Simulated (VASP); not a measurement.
A run of VASP 6.6.1 is set up as follows.

INCAR

```
PREC = Accurate ; ENCUT = 520
EDIFF = 1E-6 ; ISMEAR = 0
SIGMA = 0.1 ; LREAL = F
LASPH = T ; NELM = 80
ALGO = Normal ; ISIF = 2
LWAVE = F ; LCHARG = F
GGA = PE ; NBANDS = 50
```

File KPOINTS:

```
regular mesh
0
Gamma
  6 6 6
```

POSCAR

```
SnPb3S4
1.0
    5.9732222942      0.0000000000      0.0000000000
    0.0000000000      5.9732222942      0.0000000000
    0.0000000000      0.0000000000      5.9732222942
Sn Pb S
1 3 4
Direct
    0.0000000000      0.0000000000      0.0000000000
    0.5000000000      0.5000000000      0.0000000000
    0.0000000000      0.5000000000      0.5000000000
    0.5000000000      0.0000000000      0.5000000000
    0.0000000000      0.0000000000      0.5000000000
    0.5000000000      0.0000000000      0.0000000000
    0.0000000000      0.5000000000      0.0000000000
    0.5000000000      0.5000000000      0.5000000000
```

Potentials or basis: VASP PAW PBE potentials, release 64 (Sn_d, Pb_d, S).

Run with:

```sh
$ cat potpaw_PBE.64/Sn_d/POTCAR potpaw_PBE.64/Pb_d/POTCAR potpaw_PBE.64/S/POTCAR > POTCAR
$ mpirun -np 1 vasp_std > vasp.out
```

Q: What does it give for the band gap on the k mesh?

A: Zero (filled and empty bands touch).

Q: Estimate the pressure.

A: -0.1 GPa.

Caveat: semilocal functionals underestimate gaps, and a narrow one can read as zero; spin-orbit coupling is left out, which moves the levels of the heavy elements.
